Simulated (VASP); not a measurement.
# CaAl4O (P1) in VASP: a series of runs

The runs below take CaAl4O through single point, relaxation of cell and atoms, with PBE.

Program: VASP 6.6.1. These are calculated values, not measurements. Logs are shortened: lines on timing, memory, paths and dates and some standing lists are left out, and cuts for length are marked.

## Step 1: The cell of the first run

The typed cell holds 12 atoms: a = 4.143 Å, b = 5.721 Å, c = 10.030 Å, α = 88.99°, β = 87.29°, γ = 89.55°.

## Step 2: Single point, PBE

Input file INCAR:

```
SYSTEM = CaAl4O
PREC = Accurate
ENCUT = 520
EDIFF = 1E-7
ISMEAR = 0
SIGMA = 0.1
LREAL = .False.
LASPH = .True.
NELM = 80
ALGO = Normal
ISIF = 2
LWAVE = .False.
LCHARG = .False.
GGA = PE
NBANDS = 40
```

Input file KPOINTS:

```
Automatic mesh
0
Gamma
  4 4 2
  0 0 0
```

Input file POSCAR:

```
CaAl4O
1.0
    4.1434268214      0.0000000000      0.0000000000
    0.0446553889      5.7204162149      0.0000000000
    0.4735495375      0.1730991015     10.0171316316
Ca Al O
2 8 2
Direct
    0.9247082115      0.5094830040      0.5070687765
    0.9921986660      0.0123778772      0.0101956820
    0.9515728670      0.9882233355      0.6697698296
    0.9377589422      0.5099701565      0.1765671483
    0.4823425238      0.5458437216      0.0124442229
    0.4767592128      0.9996890285      0.4975514425
    0.4378495891      0.2645877238      0.7274214915
    0.4348096112      0.7516519293      0.2662255676
    0.4432155565      0.7384793479      0.7556020940
    0.4320491113      0.2657687157      0.2738791126
    0.2947715896      0.3987109560      0.8808733116
    0.1919641188      0.0152142040      0.2224013209
```

Potentials or basis: VASP PAW PBE potentials, release 64 (Ca_sv, Al, O).

On the command line:

```sh
> cat potpaw_PBE.64/Ca_sv/POTCAR potpaw_PBE.64/Al/POTCAR potpaw_PBE.64/O/POTCAR > POTCAR
> mpirun -np 1 vasp_std > vasp.out
```

OUTCAR:

```text
SYSTEM = CaAl4O
   PREC = Accurate
   ENCUT = 520
   EDIFF = 1E-7
   ISMEAR = 0
   LREAL = .False.
   LASPH = .True.
   NELM = 80
   ISIF = 2
   GGA = PE

 ion  position               nearest neighbor table
   1  0.925  0.509  0.507-   3 3.22   7 3.23
   2  0.992  0.012  0.010-  12 2.32
   3  0.952  0.988  0.670-   9 2.65   9 2.66   7 2.66   6 2.68   7 2.69   6 2.71   1 3.22
   4  0.938  0.510  0.177-   5 2.57   8 2.62  10 2.66  10 2.68   8 2.69   5 2.74
   5  0.482  0.546  0.012-  11 1.79   4 2.57   4 2.74   9 2.80   8 2.82  10 3.05   7 3.32
   6  0.477  1.000  0.498-   3 2.68  10 2.70   3 2.71   8 2.75   7 2.78   9 2.96
   7  0.438  0.265  0.727-  11 1.80   3 2.66   3 2.69   9 2.73   6 2.78   9 3.02   1 3.23   5 3.32

   8  0.435  0.752  0.266-  12 1.86   4 2.62   4 2.69   6 2.75  10 2.78   5 2.82  10 2.94
   9  0.443  0.738  0.756-  11 2.37   3 2.65   3 2.66   7 2.73   5 2.80   6 2.96   7 3.02
  10  0.432  0.266  0.274-  12 1.85   4 2.66   4 2.68   6 2.70   8 2.78   8 2.94   5 3.05
  11  0.295  0.399  0.881-   5 1.79   7 1.80   9 2.37
  12  0.192  0.015  0.222-  10 1.85   8 1.86   2 2.32

  LATTYP: Found a triclinic cell.
 ALAT       =    10.0298124902
 B/A-ratio  =     0.4131110951
 C/A-ratio  =     0.5703586697
 COS(alpha) =     0.0078060803
 COS(beta)  =     0.0176264904
 COS(gamma) =     0.0472141965

  Lattice vectors:

 A1 = (   0.4735495375,   0.1730991015,  10.0171316316)
 A2 = (   4.1434268214,   0.0000000000,   0.0000000000)
 A3 = (   0.0446553889,   5.7204162149,   0.0000000000)

Analysis of symmetry for initial positions (statically):
=====================================================================
 Subroutine PRICEL returns:
 Original cell was already a primitive cell.

 Routine SETGRP: Setting up the symmetry group for a
 triclinic supercell.

 Subroutine GETGRP returns: Found  1 space group operations
 (whereof  1 operations were pure point group operations)
 out of a pool of  2 trial point group operations.

The static configuration has the point symmetry C_1 .

Analysis of symmetry for dynamics (positions and initial velocities):
=====================================================================
 Subroutine PRICEL returns:
 Original cell was already a primitive cell.

 Routine SETGRP: Setting up the symmetry group for a
 triclinic supercell.

 Subroutine GETGRP returns: Found  1 space group operations
 (whereof  1 operations were pure point group operations)
 out of a pool of  2 trial point group operations.

The dynamic configuration has the point symmetry C_1 .

 Subroutine INISYM returns: Found  1 space group operations
 (whereof  1 operations are pure point group operations),
 and found     1 'primitive' translations

----------------------------------------------------------------------------------------

                                     Primitive cell

  volume of cell :     237.4273

  direct lattice vectors                    reciprocal lattice vectors
     4.143426821  0.000000000  0.000000000     0.241346123 -0.001884025 -0.011376832
     0.044655389  5.720416215  0.000000000     0.000000000  0.174812455 -0.003020813
     0.473549538  0.173099101 10.017131632     0.000000000  0.000000000  0.099828977

  length of vectors
     4.143426821  5.720590509 10.029812490     0.241621466  0.174838553  0.099828977

  position of ions in fractional coordinates (direct lattice)
     0.924708211  0.509483004  0.507068776
     0.992198666  0.012377877  0.010195682
     0.951572867  0.988223336  0.669769830
     0.937758942  0.509970157  0.176567148
     0.482342524  0.545843722  0.012444223
     0.476759213  0.999689029  0.497551442
     0.437849589  0.264587724  0.727421492
     0.434809611  0.751651929  0.266225568
     0.443215557  0.738479348  0.755602094
     0.432049111  0.265768716  0.273879113
     0.294771590  0.398710956  0.880873312
     0.191964119  0.015214204  0.222401321

  ion indices of the primitive-cell ions
   primitive index   ion index
                 1           1
                 2           2
                 3           3
                 4           4
                 5           5
                 6           6
                 7           7
                 8           8
                 9           9
                10          10
                11          11
                12          12

----------------------------------------------------------------------------------------

 KPOINTS: Automatic mesh

Automatic generation of k-mesh.
 Grid dimensions read from file:
 generate k-points for:    4    4    2

 Generating k-lattice:

  Cartesian coordinates                     Fractional coordinates (reciprocal lattice)
     0.060336531 -0.000471006 -0.002844208     0.250000000  0.000000000  0.000000000
     0.000000000  0.043703114 -0.000755203     0.000000000  0.250000000  0.000000000
     0.000000000  0.000000000  0.049914488     0.000000000  0.000000000  0.500000000

  Length of vectors
     0.060405367  0.043709638  0.049914488

  Shift w.r.t. Gamma in fractional coordinates (k-lattice)
     0.000000000  0.000000000  0.000000000

 Subroutine IBZKPT returns following result:
 ===========================================

 Found     20 irreducible k-points:

 Following reciprocal coordinates:
            Coordinates               Weight
  0.000000  0.000000  0.000000      1.000000
  0.250000 -0.000000  0.000000      2.000000
  0.500000 -0.000000  0.000000      1.000000
  0.000000  0.250000 -0.000000      2.000000
  0.250000  0.250000 -0.000000      2.000000
  0.500000  0.250000  0.000000      2.000000
[... 12 lines left out ...]
  0.250000  0.500000  0.500000      2.000000
  0.500000  0.500000  0.500000      1.000000
   k-points           NKPTS =     20   k-points in BZ     NKDIM =     20   number of bands    NBANDS=     40
   number of dos      NEDOS =    301   number of ions     NIONS =     12
   total plane-waves  NPLWV = 122880
   dimension x,y,z NGX =    32 NGY =   48 NGZ =   80
   dimension x,y,z NGXF=    64 NGYF=   96 NGZF=  160
   ions per type =               2   8   2
   NGX,Y,Z   is equivalent  to a cutoff of  12.84, 13.95, 13.26 a.u.
   NGXF,Y,Z  is equivalent  to a cutoff of  25.68, 27.90, 26.52 a.u.
 SYSTEM =  CaAl4O
   PREC   = accura    normal or accurate (medium, high low for compatibility)
   ISTART =      0    job   : 0-new  1-cont  2-samecut
   ICHARG =      2    charge: 1-file 2-atom 10-const
   ISPIN  =      1    spin polarized calculation?
   LNONCOLLINEAR =      F non collinear calculations
   LSORBIT =      F    spin-orbit coupling
   LASPH  =      T    aspherical Exc in radial PAW
   ENCUT  =  520.0 eV  38.22 Ry    6.18 a.u.   7.70 10.64 18.65*2*pi/ulx,y,z
   NELM   =     80;   NELMIN=  2; NELMDL= -5     # of ELM steps
   EDIFF  = 0.1E-06   stopping-criterion for ELM
   LREAL  =      F    real-space projection
   EDIFFG = 0.1E-05   stopping-criterion for IOM
   NSW    =      0    number of steps for IOM
   IBRION =     -1    ionic relax: 0-MD 1-quasi-New 2-CG
   NFREE  =      0    steps in history (QN), initial steepest desc. (CG)
   ISIF   =      2    stress and relaxation
   ISYM   =      2    0-nonsym 1-usesym 2-fastsym
   POTIM  = 0.5000    time-step for ionic-motion
   TEBEG  =    0.0;   TEEND  =   0.0 temperature during run
   PSTRESS=    0.0 pullay stress
   NELECT =      56.0000    total number of electrons
   NUPDOWN=      -1.0000    fix difference up-down
   EMIN   =  10.00;   EMAX   =-10.00  energy-range for DOS
   EFERMI =   0.00;   METHOD = LEGACY
   ISMEAR =     0;   SIGMA  =   0.10  broadening in eV -4-tet -1-fermi 0-gaus
   EFERMI_NEDOS =   21; number of points for ismear=-14 and -15
   IALGO  =     38    algorithm
   IMIX   =      4    mixing-type and parameters
     AMIX     =   0.40;   BMIX     =  1.00
     AMIX_MAG =   1.60;   BMIX_MAG =  1.00
  volume/ion in A,a.u.               =      19.79       133.52
  Fermi-wavevector in a.u.,A,eV,Ry     =   1.011488  1.911435 13.920221  1.023107
  Thomas-Fermi vector in A             =   2.144540
   LORBIT       =      0    0 simple, 1 ext, 2 COOP (PROOUT), +10 PAW based schemes
   GGA     = PE    functional components
   LHFCALC =     F    Hartree Fock is set to
   AEXX    =    0.0000 exact exchange contribution
   IVDW    =     0    specifies the selected vdW correction
   LEPSILON=     F    determine dielectric tensor
   LRPA    =     F    only Hartree local field effects (RPA)
 non-spin polarized calculation
 Gauss-broadening in eV      SIGMA  =   0.10
  energy-cutoff  :      520.00
  volume of cell :      237.43
 maximum number of plane-waves:      6418
 NGX is ok and might be reduce to    32
   NGX = 15   NGY = 21   NGZ = 37

 number of electron      55.9999998 magnetization

 Free energy of the ion-electron system (eV)
  ---------------------------------------------------
  ext. energy  EPLUGINS =         0.00000000
  ---------------------------------------------------
  free energy    TOTEN  =       -51.18833368 eV

  energy without entropy =      -51.18038499  energy(sigma->0) =      -51.18435933

 E-fermi :   5.0367     XC(G=0):  -9.2324

 val. band max:        4.9838415486   @ k =   0.5000   0.5000  -0.0000
 cond. band min:       5.1217999686   @ k =   0.0000   0.0000   0.5000
 fundamental gap:      0.1379584200
 Fermi energy:         5.0366884155

 k-point     1 :       0.0000    0.0000    0.0000
  band No.  band energies     occupation
      1     -36.4359      2.00000
      2     -36.0405      2.00000
      3     -17.4986      2.00000
      4     -17.4714      2.00000
      5     -17.4579      2.00000
      6     -17.0840      2.00000
[... 32 lines left out ...]
     39       8.2398      0.00000
[... 816 lines left out ...]
     39       8.5364      0.00000
     40       8.6487      0.00000

------------------------ aborting loop because EDIFF is reached ----------------------------------------

  FORCE on cell =-STRESS in cart. coord.  units (eV):
  Direction    XX          YY          ZZ          XY          YZ          ZX
  --------------------------------------------------------------------------------------
  -------------------------------------------------------------------------------------
  Total       -0.8523008      0.1341484      0.5697664     -0.6078763      1.4143174     -0.9508008
  in kB       -5.7513900      0.9052438      3.8448266     -4.1019949      9.5439200     -6.4160750
  external PRESSURE =      -0.3337732 kB  Pullay stress =       0.0000000 kB

 VOLUME and BASIS-vectors are now :
 -----------------------------------------------------------------------------
  energy-cutoff  :      520.00
  volume of cell :      237.43
      direct lattice vectors                 reciprocal lattice vectors
     4.143426821  0.000000000  0.000000000     0.241346123 -0.001884025 -0.011376832
     0.044655389  5.720416215  0.000000000     0.000000000  0.174812455 -0.003020813
     0.473549538  0.173099101 10.017131632     0.000000000  0.000000000  0.099828977

 POSITION                                       TOTAL-FORCE (eV/Angst)
 -----------------------------------------------------------------------------------
      4.09433      3.00223      5.07937        -0.049908      0.021133      0.089468
      4.11648      0.07257      0.10213         0.071663      0.278713     -0.159086
      4.30407      5.76899      6.70917         0.008751      0.100520     -0.092162
      3.99192      2.94781      1.76870        -0.247120      0.037830     -0.046743
      2.02882      3.12461      0.12466        -0.332181      0.143283     -0.051795
      2.25567      5.80476      4.98404        -0.030782     -0.113198      0.126428
      2.17048      1.63947      7.28668        -0.068286      0.203781      0.032898
      1.96124      4.34585      2.66682        -0.443724      0.671377      0.353275
      2.22722      4.35520      7.56897        -0.082850     -0.137672      0.019257
      1.93173      1.56772      2.74348        -0.256018     -0.390017      0.095289
      1.65631      2.43327      8.82382         0.479929     -0.755302      0.243361
      0.90139      0.12553      2.22782         0.950526     -0.060448     -0.610189
 -----------------------------------------------------------------------------------
    total drift:                               -0.000478      0.000047     -0.000749

  FREE ENERGIE OF THE ION-ELECTRON SYSTEM (eV)
  ---------------------------------------------------
  free  energy   TOTEN  =       -51.1883336799 eV

  energy  without entropy=      -51.1803849888  energy(sigma->0) =      -51.18435933
```

Wall time 2.6 min (1 thread of Intel Xeon Platinum 8488C (Sapphire Rapids), shared host); peak memory 0.43 GiB.

Results:

| Item | Value |
| --- | --- |
| Free energy | -51.1883 eV |
| Pressure | 0.0 GPa |
| Largest force | 1.131 eV/Å |
| Band gap on the k mesh | zero (bands 28 and 29 overlap by 1.45 eV) |

Forces on the atoms (eV/Å):
```
Ca  -0.050  0.021  0.089
Ca   0.072  0.279 -0.159
Al   0.009  0.101 -0.092
Al  -0.247  0.038 -0.047
Al  -0.332  0.143 -0.052
Al  -0.031 -0.113  0.126
Al  -0.068  0.204  0.033
Al  -0.444  0.671  0.353
Al  -0.083 -0.138  0.019
Al  -0.256 -0.390  0.095
O    0.480 -0.755  0.243
O    0.951 -0.060 -0.610
```

Stress tensor (GPa, compression positive):
```
-0.58 -0.41 -0.64
-0.41  0.09  0.95
-0.64  0.95  0.38
```

Levels at points of the mesh, in eV from the Fermi level:
```
           k point  band 25  band 26  band 27  band 28  band 29  band 30  band 31  band 32
(0.00, 0.00, 0.00)    -1.25    -0.92    -0.68     0.17     0.47     0.84     1.07     1.61
(0.50, 0.00, 0.00)    -1.63    -1.52    -1.30    -0.96    -0.72     0.41     0.76     1.33
(0.00, 0.50, 0.00)    -0.90    -0.79    -0.44     0.45     0.77     0.99     1.14     1.40
(0.50, 0.50, 0.00)    -1.75    -1.30    -1.22    -0.63    -0.05     0.21     0.97     1.70
(0.00, 0.00, 0.50)    -0.99    -0.88    -0.60    -0.08     0.09     0.75     0.88     1.58
(0.50, 0.00, 0.50)    -1.59    -1.40    -1.10    -1.01    -0.23     0.19     0.72     1.28
(0.00, 0.50, 0.50)    -0.89    -0.80     0.52     0.73     0.96     1.21     1.27     1.46
(0.50, 0.50, 0.50)    -1.59    -1.33    -1.21    -0.98    -0.41     0.13     1.00     1.88
```

Caveat: the k points lie up to 0.38 Å⁻¹ apart, too coarse for converged energies and pressures of a metal; forces of over 1 eV/Å act on the atoms, so gaps and moduli don't describe the material at rest.

[end of part 1 of 2]

The gap in the log of VASP goes by the Fermi energy; the results here count the filled bands.